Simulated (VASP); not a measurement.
Input of a VASP 6.6.1 run:

POSCAR

```
WAu
1.0
    0.0000000000      2.8598790715      2.8598790715
    2.8598790715      0.0000000000      2.8598790715
    2.8598790715      2.8598790715      0.0000000000
W Au
1 1
Direct
    0.0000000000      0.0000000000      0.0000000000
    0.7500000000      0.7500000000      0.7500000000
```

Contents of INCAR.step1:

```
ALGO = Normal
EDIFF = 1E-5
ENCUT = 520
GGA = PE
ISIF = 2
ISMEAR = -1
LASPH = True
LCHARG = False
LREAL = False
LWAVE = True
NBANDS = 20
NELM = 80
PREC = Accurate
SIGMA = 0.05
```

Contents of INCAR.step2:

```
AEXX = 0.25
ALGO = Normal
EDIFF = 1E-6
ENCUT = 520
GGA = PS
HFSCREEN = 0.207
ISIF = 2
ISMEAR = -1
ISTART = 1
LASPH = True
LCHARG = False
LHFCALC = True
LREAL = False
LWAVE = False
NBANDS = 20
NELM = 80
PREC = Accurate
PRECFOCK = Normal
SIGMA = 0.05
```

File KPOINTS:

```
k-points
0
Gamma
  4 4 4
```

Potentials or basis: VASP PAW PBE potentials, release 64 (W_sv, Au).

The run is started by

```sh
$ cat potpaw_PBE.64/W_sv/POTCAR potpaw_PBE.64/Au/POTCAR > POTCAR
$ cp INCAR.step1 INCAR
$ mpirun -np 1 vasp_std > vasp.out
$ cp INCAR.step2 INCAR
$ mpirun -np 1 vasp_std > vasp.out
```

Task: Estimate the band gap on the k mesh.

Result: Zero (an odd number of electrons rules out a gap without spin polarisation).

Task: Estimate the pressure.

Result: 0.1 GPa.

Caveat: the k points lie up to 0.48 Å⁻¹ apart, too coarse for converged energies and pressures of a metal; the PAW data sets were made with another functional, which shifts forces and pressure a little; spin-orbit coupling is left out, which moves the levels of the heavy elements.
